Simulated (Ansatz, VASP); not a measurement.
## Two plane-wave programs on La2O3

INCAR

```
ALGO     = Normal         # electronic algorithm
EDIFF    = 1E-6           # SCF threshold, eV
EDIFFG   = -0.05          # ionic threshold
ENCUT    = 600            # plane-wave cutoff, eV
IBRION   = 2              # ionic algorithm
ISIF     = 3              # what is computed and relaxed
ISMEAR   = 0              # smearing method
LASPH    = True           # aspherical terms in the spheres
LCHARG   = False          # write CHGCAR
LREAL    = False          # projectors in reciprocal space
LWAVE    = False          # write WAVECAR
NELM     = 100            # most SCF steps
NSW      = 80             # ionic steps
PREC     = Accurate       # precision mode
SIGMA    = 0.01           # smearing width, eV
```

The input KPOINTS:

```
k-points
0
Gamma
  12 12 4
```

File POSCAR:

```
La2O3
1.0
    3.9307780000      0.0000000000      0.0000000000
   -1.9653890000      3.4041530000      0.0000000000
    0.0000000000      0.0000000000      6.1119540000
La O
2 3
Direct
    0.6666666667      0.3333333333      0.7537640000
    0.3333333333      0.6666666667      0.2462360000
    0.6666666667      0.3333333333      0.3541090000
    0.3333333333      0.6666666667      0.6458910000
    0.0000000000      0.0000000000      0.0000000000
```

Input for Ansatz:

```yaml
crystal:
  lattice:
    - [3.930778, 0.0, 0.0]
    - [-1.965389, 3.404153, 0.0]
    - [0.0, 0.0, 6.111954]
  atoms:
    - { symbol: La, position: [0.6666666666666666, 0.3333333333333333, 0.753764] }
    - { symbol: La, position: [0.3333333333333333, 0.6666666666666666, 0.246236] }
    - { symbol: O, position: [0.6666666666666666, 0.3333333333333333, 0.354109] }
    - { symbol: O, position: [0.3333333333333333, 0.6666666666666666, 0.645891] }
    - { symbol: O, position: [0.0, 0.0, 0.0] }
kpoints:
  mp_grid:
    grid: [12, 12, 4]
hamiltonian:
  xc: lda
scf:
  occupations:
    method: fixed
relax:
  f_tol: 0.05
  cell:
    stress_tol: 0.01
output:
  write_density: true
  write_potential: true
  volumetric_format: npy
  elf: true
```

Alike in both runs: task relaxation of cell and atoms; functional LDA; k mesh 12 × 12 × 4; no spin polarisation.

|  | VASP | Ansatz |
| --- | --- | --- |
| version | VASP 6.6.1 | Ansatz 0.2.0 |
| potentials or method | VASP PAW LDA potentials, release 64 (La, O) | plane waves, PAW |
| plane-wave cutoff (eV) | 600 | 420 |
| occupations | gaussian, width 0.01 eV | fixed |
| valence electrons in the cell | 40 | 40 |

```tsv
	VASP	Ansatz	Ansatz less VASP
gap on the k mesh at the Fermi level, each at its own relaxed structure (eV)	3.75	3.73	-0.021
relaxed volume (Å³/atom)	15.53	15.54	+0.004
relaxed cell length with the largest relative difference (Å)	5.988	5.950	-0.0374
```

LDA's correlation is that of Perdew and Zunger in VASP and of Perdew and Wang (1992) in Ansatz.

Neither program's run includes spin-orbit coupling.
